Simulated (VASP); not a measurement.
Wanted: the native input for a VASP 6.6.1 run.

| Item | Value |
| --- | --- |
| Task | single point |
| Functional | revPBE |
| Potentials or basis | VASP PAW PBE potentials, release 64 (K_sv) |
| Cutoff | 500 eV |
| k mesh | 4 × 4 × 4 |
| Occupations | fermi-dirac, width 0.1 eV |
| Spin | no spin polarisation |
| Dipole correction | no |
| Further INCAR settings | ALGO = Normal; EDIFF = 1e-06; NBANDS = 10 |

The structure of K lies in POSCAR:

```
K
1.0
   -2.7107253144      2.7107253144      2.7107253144
    2.7107253144     -2.7107253144      2.7107253144
    2.7107253144      2.7107253144     -2.7107253144
K
1
Direct
    0.0000000000      0.0000000000      0.0000000000
```

These files were run (other wordings do the same):

INCAR

```
ALGO = Normal ; EDIFF = 1E-6
ENCUT = 500 ; GGA = RE
GGA_COMPAT = F ; ISIF = 2
ISMEAR = -1 ; LASPH = T
LCHARG = T ; LELF = T
LREAL = F ; LVHAR = T
LWAVE = F ; NBANDS = 10
NELM = 120 ; PREC = Accurate
SIGMA = 0.1
```

KPOINTS

```
k-points
0
Gamma
  4 4 4
```

Potentials or basis: VASP PAW PBE potentials, release 64 (K_sv).

The run is started by

```sh
$ cat potpaw_PBE.64/K_sv/POTCAR > POTCAR
$ mpirun -np 1 vasp_std > vasp.out
```

It gave:

```yaml
Pressure: 0.1 GPa
```

Caveat: the k points lie up to 0.41 Å⁻¹ apart; the PAW data sets were made with another functional, which shifts forces and pressure a little.

Run time: 5.1 s on 1 thread of Intel(R) Xeon(R) Platinum 8559C (Emerald Rapids), on a shared host, peak memory 0.19 GiB.
